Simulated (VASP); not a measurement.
Wanted: the native input for a VASP 6.6.1 run.

| Item | Value |
| --- | --- |
| Task | relaxation of cell and atoms |
| Functional | PBE |
| Potentials or basis | VASP PAW PBE potentials, release 64 (Ca_sv, Sb) |
| Cutoff | 600 eV |
| k mesh | 12 × 12 × 6 |
| Occupations | gaussian, width 0.1 eV |
| Spin | no spin polarisation |
| Dipole correction | no |
| Further INCAR settings | ALGO = Normal; EDIFF = 1e-06; IBRION = 2; EDIFFG = -0.01; NSW = 100; ISIF = 3 |

The structure of CaSb4 lies in POSCAR:

```
CaSb4
1.0
    5.5820067407      0.0000000000      0.0000000000
   -2.7910033703      4.8341596415      0.0000000000
    0.0000000000      0.0000000000      6.1809650930
Ca Sb
1 4
Direct
    0.0000000000      0.0000000000      0.5000000000
    0.3333333333      0.6666666667      0.5000000000
    0.6666666667      0.3333333333      0.5000000000
    0.3333333333      0.6666666667      0.0000000000
    0.6666666667      0.3333333333      0.0000000000
```

The cell was generated, and may not be a known phase.

The input as run:

INCAR

```
SYSTEM = CaSb4
PREC = Accurate ; ENCUT = 600
EDIFF = 1E-6 ; ISMEAR = 0
SIGMA = 0.1 ; LREAL = .False.
LASPH = .True. ; NELM = 100
ALGO = Normal ; ISIF = 3
LWAVE = .False. ; LCHARG = .False.
GGA = PE ; IBRION = 2
NSW = 100 ; EDIFFG = -0.01
```

KPOINTS

```
Automatic mesh
0
Gamma
  12 12 6
  0 0 0
```

Potentials or basis: VASP PAW PBE potentials, release 64 (Ca_sv, Sb).

Command:

```bash
$ cat potpaw_PBE.64/Ca_sv/POTCAR potpaw_PBE.64/Sb/POTCAR > POTCAR
$ mpirun -np 1 vasp_std > vasp.out
```

Results of the run:

```yaml
Relaxed_volume: 33.66 Å³/atom
Relaxed_cell: a = 5.620 Å, b = 5.620 Å, c = 6.152 Å, α = 90.00°, β = 90.00°, γ = 120.00°
Space_group_after_relaxing_to_0.1_Å: P6/mmm (No. 191)
Energy_gained_by_relaxing: 1.5 meV/atom
Ionic_steps: 3
Pressure_after_relaxing: 0.0 GPa
Band_gap_on_the_k_mesh: zero (bands 15 and 16 overlap by 1.68 eV)
```

Caveat: spin-orbit coupling is left out, which moves the levels of the heavy elements.

It took 7.7 min on 1 thread of Intel(R) Xeon(R) Platinum 8488C (Sapphire Rapids), on a shared host, peak memory 0.55 GiB.
